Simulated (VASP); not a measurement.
# AlN (I-4m2) in VASP: notebook

AlN is run at these levels: PBE; tasks: single point.

Program: VASP 6.6.1. These are calculated values, not measurements. Logs are shortened: lines on timing, memory, paths and dates and some standing lists are left out, and cuts for length are marked.

## 1. The cell of the first run

The structure is tetragonal, space group I-4m2 (No. 119). Conventional cell: a = 3.089 Å, b = 3.089 Å, c = 3.931 Å, α = 90.00°, β = 90.00°, γ = 90.00°. Within 2.4 Å of Al (site symmetry -4m2) lie 4 N at 1.83 Å. N (site symmetry -4m2) has 4 Al at 1.83 Å within 2.4 Å.

## 2. Single point, PBE (strain -0.1000 x Voigt [0, 0, 1, 0, 0, 0])

Input file INCAR:

```
PREC = Accurate
ENCUT = 520
EDIFF = 1E-7
ISMEAR = 0
SIGMA = 0.05
LREAL = F
LASPH = T
NELM = 60
ALGO = Normal
ISIF = 2
LWAVE = F
LCHARG = F
GGA = PE
NBANDS = 11
```

Input file KPOINTS:

```
regular mesh
0
Gamma
  10 10 10
```

Input file POSCAR:

```
AlN
1.0
    0.0000000000      2.1839935596      1.9655942036
    2.1839935596      0.0000000000      1.9655942036
    2.1839935596      2.1839935596      0.0000000000
Al N
1 1
Direct
    0.0000000000      0.0000000000      0.0000000000
    0.7500000000      0.7500000000      0.7500000000
```

Potentials or basis: VASP PAW PBE potentials, release 64 (Al, N).

Command:

```bash
$ cat potpaw_PBE.64/Al/POTCAR potpaw_PBE.64/N/POTCAR > POTCAR
$ mpirun -np 1 vasp_std > vasp.out
```

OUTCAR:

```text
PREC = Accurate
   ENCUT = 520
   EDIFF = 1E-7
   ISMEAR = 0
   LREAL = F
   LASPH = T
   NELM = 60
   ISIF = 2
   GGA = PE

 ion  position               nearest neighbor table
   1  0.000  0.000  0.000-   2 1.83   2 1.83   2 1.83   2 1.83
   2  0.750  0.750  0.750-   1 1.83   1 1.83   1 1.83   1 1.83

  LATTYP: Found a body centered tetragonal cell.
 ALAT       =     3.0886333121
 C/A-ratio  =     1.2727922061

  Lattice vectors:

 A1 = (   0.0000000000,  -2.1839935596,  -1.9655942036)
 A2 = (   0.0000000000,   2.1839935596,  -1.9655942036)
 A3 = (   2.1839935596,   0.0000000000,   1.9655942036)

Analysis of symmetry for initial positions (statically):
=====================================================================
 Subroutine PRICEL returns:
 Original cell was already a primitive cell.

 Routine SETGRP: Setting up the symmetry group for a
 body centered tetragonal supercell.

 Subroutine GETGRP returns: Found  8 space group operations
 (whereof  8 operations were pure point group operations)
 out of a pool of 16 trial point group operations.

The static configuration has the point symmetry D_2d.

Analysis of symmetry for dynamics (positions and initial velocities):
=====================================================================
 Subroutine PRICEL returns:
 Original cell was already a primitive cell.

 Routine SETGRP: Setting up the symmetry group for a
 body centered tetragonal supercell.

 Subroutine GETGRP returns: Found  8 space group operations
 (whereof  8 operations were pure point group operations)
 out of a pool of 16 trial point group operations.

The dynamic configuration has the point symmetry D_2d.

 Subroutine INISYM returns: Found  8 space group operations
 (whereof  8 operations are pure point group operations),
 and found     1 'primitive' translations

----------------------------------------------------------------------------------------

                                     Primitive cell

  volume of cell :      18.7511

  direct lattice vectors                    reciprocal lattice vectors
     0.000000000  2.183993560  1.965594204    -0.228938404  0.228938404  0.254376005
     2.183993560  0.000000000  1.965594204     0.228938404 -0.228938404  0.254376005
     2.183993560  2.183993560  0.000000000     0.228938404  0.228938404 -0.254376005

  length of vectors
     2.938262827  2.938262827  3.088633312     0.411743533  0.411743533  0.411743533

  position of ions in fractional coordinates (direct lattice)
     0.000000000  0.000000000  0.000000000
     0.750000000  0.750000000  0.750000000

  ion indices of the primitive-cell ions
   primitive index   ion index
                 1           1
                 2           2

----------------------------------------------------------------------------------------

 KPOINTS: regular mesh

Automatic generation of k-mesh.
 Grid dimensions read from file:
 generate k-points for:   10   10   10

 Generating k-lattice:

  Cartesian coordinates                     Fractional coordinates (reciprocal lattice)
    -0.022893840  0.022893840  0.025437600     0.100000000  0.000000000  0.000000000
     0.022893840 -0.022893840  0.025437600     0.000000000  0.100000000  0.000000000
     0.022893840  0.022893840 -0.025437600     0.000000000  0.000000000  0.100000000

  Length of vectors
     0.041174353  0.041174353  0.041174353

  Shift w.r.t. Gamma in fractional coordinates (k-lattice)
     0.000000000  0.000000000  0.000000000

 Subroutine IBZKPT returns following result:
 ===========================================

 Found    102 irreducible k-points:

 Following reciprocal coordinates:
            Coordinates               Weight
  0.000000  0.000000  0.000000      1.000000
  0.100000  0.000000  0.000000      8.000000
  0.200000  0.000000  0.000000      8.000000
  0.300000  0.000000  0.000000      8.000000
  0.400000  0.000000  0.000000      8.000000
  0.500000  0.000000  0.000000      4.000000
[... 16 lines left out ...]
  0.300000  0.300000  0.000000      2.000000
  0.400000  0.300000  0.000000      8.000000
 [... further k-points ...]
   k-points           NKPTS =    102   k-points in BZ     NKDIM =    102   number of bands    NBANDS=     11
   number of dos      NEDOS =    301   number of ions     NIONS =      2
   total plane-waves  NPLWV =  13824
   dimension x,y,z NGX =    24 NGY =   24 NGZ =   24
   dimension x,y,z NGXF=    48 NGYF=   48 NGZF=   48
   ions per type =               1   1
   NGX,Y,Z   is equivalent  to a cutoff of  13.58, 13.58, 12.92 a.u.
   NGXF,Y,Z  is equivalent  to a cutoff of  27.16, 27.16, 25.84 a.u.
 SYSTEM =  unknown system
   PREC   = accura    normal or accurate (medium, high low for compatibility)
   ISTART =      0    job   : 0-new  1-cont  2-samecut
   ICHARG =      2    charge: 1-file 2-atom 10-const
   ISPIN  =      1    spin polarized calculation?
   LNONCOLLINEAR =      F non collinear calculations
   LSORBIT =      F    spin-orbit coupling
   LASPH  =      T    aspherical Exc in radial PAW
   ENCUT  =  520.0 eV  38.22 Ry    6.18 a.u.   5.46  5.46  5.74*2*pi/ulx,y,z
   NELM   =     60;   NELMIN=  2; NELMDL= -5     # of ELM steps
   EDIFF  = 0.1E-06   stopping-criterion for ELM
   LREAL  =      F    real-space projection
   EDIFFG = 0.1E-05   stopping-criterion for IOM
   NSW    =      0    number of steps for IOM
   IBRION =     -1    ionic relax: 0-MD 1-quasi-New 2-CG
   NFREE  =      0    steps in history (QN), initial steepest desc. (CG)
   ISIF   =      2    stress and relaxation
   ISYM   =      2    0-nonsym 1-usesym 2-fastsym
   POTIM  = 0.5000    time-step for ionic-motion
   TEBEG  =    0.0;   TEEND  =   0.0 temperature during run
   PSTRESS=    0.0 pullay stress
   NELECT =       8.0000    total number of electrons
   NUPDOWN=      -1.0000    fix difference up-down
   EMIN   =  10.00;   EMAX   =-10.00  energy-range for DOS
   EFERMI =   0.00;   METHOD = LEGACY
   ISMEAR =     0;   SIGMA  =   0.05  broadening in eV -4-tet -1-fermi 0-gaus
   EFERMI_NEDOS =   21; number of points for ismear=-14 and -15
   IALGO  =     38    algorithm
   IMIX   =      4    mixing-type and parameters
     AMIX     =   0.40;   BMIX     =  1.00
     AMIX_MAG =   1.60;   BMIX_MAG =  1.00
  volume/ion in A,a.u.               =       9.38        63.27
  Fermi-wavevector in a.u.,A,eV,Ry     =   1.232431  2.328957 20.665703  1.518886
  Thomas-Fermi vector in A             =   2.367201
   LORBIT       =      0    0 simple, 1 ext, 2 COOP (PROOUT), +10 PAW based schemes
   GGA     = PE    functional components
   LHFCALC =     F    Hartree Fock is set to
   AEXX    =    0.0000 exact exchange contribution
   IVDW    =     0    specifies the selected vdW correction
   LEPSILON=     F    determine dielectric tensor
   LRPA    =     F    only Hartree local field effects (RPA)
 non-spin polarized calculation
 Gauss-broadening in eV      SIGMA  =   0.05
  energy-cutoff  :      520.00
  volume of cell :       18.75
 maximum number of plane-waves:       521
 NGX is ok and might be reduce to    24
   NGX = 11   NGY = 11   NGZ = 11

 number of electron       8.0000000 magnetization

 Free energy of the ion-electron system (eV)
  ---------------------------------------------------
  ext. energy  EPLUGINS =         0.00000000
  ---------------------------------------------------
  free energy    TOTEN  =       -14.58125777 eV

  energy without entropy =      -14.58125777  energy(sigma->0) =      -14.58125777

 E-fermi :   7.5660     XC(G=0): -11.4117

 val. band max:        7.3034452173   @ k =   0.0000   0.0000   0.0000
 cond. band min:      10.1668005888   @ k =   0.5000   0.5000   0.0000
 fundamental gap:      2.8633553715
 Fermi energy:         7.5659679894

 k-point     1 :       0.0000    0.0000    0.0000
  band No.  band energies     occupation
      1      -8.5876      2.00000
      2       6.9396      2.00000
      3       6.9396      2.00000
      4       7.3034      2.00000
      5      12.1783      0.00000
      6      20.6709      0.00000
      7      20.7560      0.00000
      8      20.7560      0.00000
      9      23.7901      0.00000
     10      25.8702      0.00000
     11      25.8702      0.00000

 k-point     2 :       0.1000    0.0000    0.0000
  band No.  band energies     occupation
      1      -8.4209      2.00000
      2       6.2248      2.00000
      3       6.8499      2.00000
      4       7.1712      2.00000
      5      12.8213      0.00000
      6      20.1427      0.00000
      7      20.7021      0.00000
      8      21.0065      0.00000
      9      22.9908      0.00000
     10      24.2970      0.00000
     11      27.5952      0.00000

 k-point     3 :       0.2000    0.0000    0.0000
  band No.  band energies     occupation
      1      -7.9442      2.00000
      2       4.5439      2.00000
      3       6.6273      2.00000
      4       7.0931      2.00000
      5      13.9384      0.00000
      6      19.0648      0.00000
      7      19.8372      0.00000
      8      21.4534      0.00000
      9      23.5149      0.00000
     10      23.6189      0.00000
     11      26.8250      0.00000

 k-point     4 :       0.3000    0.0000    0.0000
  band No.  band energies     occupation
      1      -7.2424      2.00000
      2       2.7506      2.00000
      3       6.3733      2.00000
      4       7.0227      2.00000
      5      14.7158      0.00000
      6      18.1730      0.00000
      7      18.7763      0.00000
      8      21.3261      0.00000
      9      24.2253      0.00000
     10      25.2963      0.00000
     11      26.5537      0.00000
[... 239 lines left out ...]
 k-point    22 :      -0.2000    0.2000    0.0000
  band No.  band energies     occupation
      1      -7.0995      2.00000
      2       3.3680      2.00000
      3       5.6105      2.00000
      4       6.3982      2.00000
      5      15.2818      0.00000
      6      16.9508      0.00000
      7      19.4795      0.00000
      8      20.3792      0.00000
      9      23.0305      0.00000
     10      26.2078      0.00000
     11      31.0649      0.00000

 k-point    23 :       0.3000    0.3000    0.0000
  band No.  band energies     occupation
      1      -6.5842      2.00000
      2       3.6063      2.00000
      3       5.2631      2.00000
      4       5.2631      2.00000
      5      13.1491      0.00000
      6      16.5870      0.00000
      7      21.6698      0.00000
      8      22.0850      0.00000
      9      22.0850      0.00000
     10      27.1625      0.00000
     11      31.8835      0.00000

 k-point    24 :       0.4000    0.3000    0.0000
  band No.  band energies     occupation
      1      -6.0091      2.00000
      2       2.8820      2.00000
      3       4.9661      2.00000
      4       5.0285      2.00000
      5      12.3507      0.00000
      6      16.2904      0.00000
      7      21.5317      0.00000
      8      22.0439      0.00000
      9      23.2051      0.00000
     10      28.7034      0.00000
     11      32.3252      0.00000

 [... further k-points ...]
[... 5 lines left out ...]
  --------------------------------------------------------------------------------------
  -------------------------------------------------------------------------------------
  Total        3.3038610      3.3038610      4.1314867      0.0000000      0.0000000      0.0000000
  in kB      282.2966852    282.2966852    353.0127344      0.0000000      0.0000000      0.0000000
  external PRESSURE =     305.8687016 kB  Pullay stress =       0.0000000 kB

 VOLUME and BASIS-vectors are now :
 -----------------------------------------------------------------------------
  energy-cutoff  :      520.00
  volume of cell :       18.75
      direct lattice vectors                 reciprocal lattice vectors
     0.000000000  2.183993560  1.965594204    -0.228938404  0.228938404  0.254376005
     2.183993560  0.000000000  1.965594204     0.228938404 -0.228938404  0.254376005
     2.183993560  2.183993560  0.000000000     0.228938404  0.228938404 -0.254376005

 POSITION                                       TOTAL-FORCE (eV/Angst)
 -----------------------------------------------------------------------------------
      0.00000      0.00000      0.00000         0.000000      0.000000      0.000000
      3.27599      3.27599      2.94839        -0.000000     -0.000000     -0.000000
 -----------------------------------------------------------------------------------
    total drift:                               -0.000000     -0.000000      0.000001

  FREE ENERGIE OF THE ION-ELECTRON SYSTEM (eV)
  ---------------------------------------------------
  free  energy   TOTEN  =       -14.5812577657 eV

  energy  without entropy=      -14.5812577657  energy(sigma->0) =      -14.58125777
```

Run time: 13 s. Hardware: 1 thread of AMD EPYC 9R45 (Zen 5), shared host; peak memory 0.11 GiB.

Results:

```yaml
Free_energy: -14.5813 eV
Pressure: 30.6 GPa
Band_gap_on_the_k_mesh: 2.86 eV, indirect (least direct gap 4.87 eV)
```

Stress tensor (GPa, compression positive):
```
28.23  0.00  0.00
 0.00 28.23  0.00
 0.00  0.00 35.30
```

Levels at points of the mesh, in eV from the valence-band top:
| k point | band 1 | band 2 | band 3 | band 4 | band 5 | band 6 | band 7 | band 8 | band 9 |
| --- | --- | --- | --- | --- | --- | --- | --- | --- | --- |
| (0.00, 0.00, 0.00) | -15.89 | -0.36 | -0.36 | 0.00 | 4.87 | 13.37 | 13.45 | 13.45 | 16.49 |
| (0.50, 0.00, 0.00) | -13.49 | -6.58 | -1.19 | -0.35 | 7.69 | 10.42 | 10.53 | 13.19 | 18.65 |
| (0.50, 0.50, 0.00) | -12.43 | -4.80 | -2.75 | -2.75 | 2.86 | 7.88 | 16.16 | 16.16 | 16.50 |
| (0.50, 0.00, 0.50) | -12.93 | -5.86 | -1.82 | -1.79 | 3.36 | 9.51 | 14.45 | 15.47 | 18.82 |

Caveat: the cell differs from its parent crystal (strain -0.1000 x Voigt [0, 0, 1, 0, 0, 0]). A k mesh can miss the band edges.

## 3. Single point, PBE (strain -0.0750 x Voigt [0, 0, 1, 0, 0, 0])

Input file INCAR:

```
PREC = Accurate
ENCUT = 520
EDIFF = 1E-6
ISMEAR = 0
SIGMA = 0.05
LREAL = F
LASPH = T
NELM = 100
ALGO = Normal
ISIF = 2
LWAVE = F
LCHARG = T
GGA = PE
LELF = T
LVHAR = T
NBANDS = 11
```

KPOINTS is that of step 2.

Input file POSCAR:

```
AlN
1.0
    0.0000000000      2.1839935596      2.0201940426
    2.1839935596      0.0000000000      2.0201940426
    2.1839935596      2.1839935596      0.0000000000
Al N
1 1
Direct
    0.0000000000      0.0000000000      0.0000000000
    0.7500000000      0.7500000000      0.7500000000
```

Potentials or basis: VASP PAW PBE potentials, release 64 (Al, N).

Command:

```bash
$ cat potpaw_PBE.64/Al/POTCAR potpaw_PBE.64/N/POTCAR > POTCAR
$ mpirun -np 1 vasp_std > vasp.out
```

Wall time 12 s (1 thread of AMD EPYC 9R45 (Zen 5), shared host); peak memory 0.11 GiB.

The run converged. Its results:

```yaml
Free_energy: -14.6837 eV
Pressure: 23.1 GPa
Band_gap_on_the_k_mesh: 2.96 eV, indirect (least direct gap 4.69 eV)
```

Stress tensor (GPa, compression positive):
```
20.90  0.00  0.00
 0.00 20.90  0.00
 0.00  0.00 27.49
```

Levels at points of the mesh, in eV from the valence-band top:
| k point | band 1 | band 2 | band 3 | band 4 | band 5 | band 6 | band 7 | band 8 |
| --- | --- | --- | --- | --- | --- | --- | --- | --- |
| (0.00, 0.00, 0.00) | -15.65 | -0.28 | -0.28 | 0.00 | 4.69 | 13.13 | 13.20 | 13.20 |
| (0.50, 0.00, 0.00) | -13.35 | -6.39 | -1.01 | -0.38 | 7.67 | 10.25 | 10.70 | 12.54 |
| (0.50, 0.50, 0.00) | -12.40 | -4.84 | -2.50 | -2.50 | 2.96 | 8.07 | 15.81 | 16.05 |
| (0.50, 0.00, 0.50) | -12.77 | -5.61 | -1.82 | -1.81 | 3.32 | 9.28 | 14.32 | 15.53 |

Caveat: the cell differs from its parent crystal (strain -0.0750 x Voigt [0, 0, 1, 0, 0, 0]). A k mesh can miss the band edges.

## 4. Single point, PBE (strain -0.0500 x Voigt [0, 0, 1, 0, 0, 0])

Input file INCAR:

```
  PREC = Accurate
  ENCUT = 520
  EDIFF = 1E-6
  ISMEAR = 0
  SIGMA = 0.05
  LREAL = F
  LASPH = T
  NELM = 80
  ALGO = Normal
  ISIF = 2
  LWAVE = F
  LCHARG = T
  GGA = PE
  LELF = T
  LVHAR = T
  NBANDS = 11
```

Input file KPOINTS:

```
Automatic mesh
0
Gamma
  10 10 10
```

Input file POSCAR:

```
AlN
1.0
    0.0000000000      2.1839935596      2.0747938816
    2.1839935596      0.0000000000      2.0747938816
    2.1839935596      2.1839935596      0.0000000000
Al N
1 1
Direct
    0.0000000000      0.0000000000      0.0000000000
    0.7500000000      0.7500000000      0.7500000000
```

Command:

```bash
$ cat potpaw_PBE.64/Al/POTCAR potpaw_PBE.64/N/POTCAR > POTCAR
$ mpirun -np 1 vasp_std > vasp.out
```

Wall time 12 s (1 thread of AMD EPYC 9R45 (Zen 5), shared host); peak memory 0.12 GiB.

Results (log left out):

| Quantity | Value |
| --- | --- |
| Free energy | -14.7608 eV |
| Pressure | 16.3 GPa |
| Band gap on the k mesh | 3.07 eV, indirect (least direct gap 4.51 eV) |

Stress tensor (GPa, compression positive):
```
14.58  0.00  0.00
 0.00 14.58  0.00
 0.00  0.00 19.77
```

Levels at points of the mesh, in eV from the valence-band top:
```tsv
k point	band 1	band 2	band 3	band 4	band 5	band 6	band 7	band 8	band 9
(0.00, 0.00, 0.00)	-15.42	-0.20	-0.20	0.00	4.51	12.92	12.97	12.97	17.11
(0.50, 0.00, 0.00)	-13.21	-6.21	-0.83	-0.41	7.61	10.10	10.85	11.98	18.41
(0.50, 0.50, 0.00)	-12.37	-4.86	-2.25	-2.25	3.07	8.26	15.16	15.94	15.94
(0.50, 0.00, 0.50)	-12.61	-5.37	-1.81	-1.81	3.31	9.05	14.20	15.60	17.19
```

Caveat: the cell differs from its parent crystal (strain -0.0500 x Voigt [0, 0, 1, 0, 0, 0]).

## 5. Summary

| cell | gap on the mesh (eV) | pressure (GPa) |
| --- | --- | --- |
| a = 2.938, b = 2.938, c = 3.089 Å, angles 58.3, 58.3, 63.4°, 2 atoms | 2.86 | 30.6 |
| a = 2.975, b = 2.975, c = 3.089 Å, angles 58.7, 58.7, 62.5°, 2 atoms | 2.96 | 23.1 |
| a = 3.012, b = 3.012, c = 3.089 Å, angles 59.2, 59.2, 61.7°, 2 atoms | 3.07 | 16.3 |

Alike in all rows: task single point; level PBE; potentials or basis VASP PAW PBE potentials, release 64 (Al, N); no spin polarisation; k mesh 10 × 10 × 10; cutoff (eV) 520; smearing gaussian 0.05 eV.

Absolute energies hang on the potentials; compare differences alone.
